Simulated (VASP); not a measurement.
BaTiO3:

```xyz
5
Lattice="2.8274 1.6324 2.3184 -2.8274 1.6324 2.3184 0.0000 -3.2648 2.3184" Properties=species:S:1:pos:R:3 pbc="T T T"
Ba    0.0000    0.0000    0.0000
Ti    0.0000    0.0000    3.3698
O     0.0000    1.6033    2.3988
O    -1.3885   -0.8017    2.3988
O     1.3885   -0.8017    2.3988
```

Program: VASP 6.6.1. Alike in all runs: task single point; level PBEsol+U; potentials or basis VASP PAW PBE potentials, release 64 (Ba_sv, Ti_sv, O); no spin polarisation; cell as given; k mesh 6 × 6 × 6; cutoff (eV) 600; smearing fermi-dirac 0.02 eV.

Order these runs on this cell by their pressure, lowest first.
A. U Ti d U = 3.0 eV
B. U Ti d U = 1.0 eV
C. U Ti d U = 7.0 eV
D. U Ti d U = 5.0 eV

B (1.4 GPa), A (3.0 GPa), D (5.0 GPa), C (6.9 GPa).

Caveats: the PAW data sets were made with another functional, which shifts forces and pressure a little; the cell stands under pressure (at least some runs).
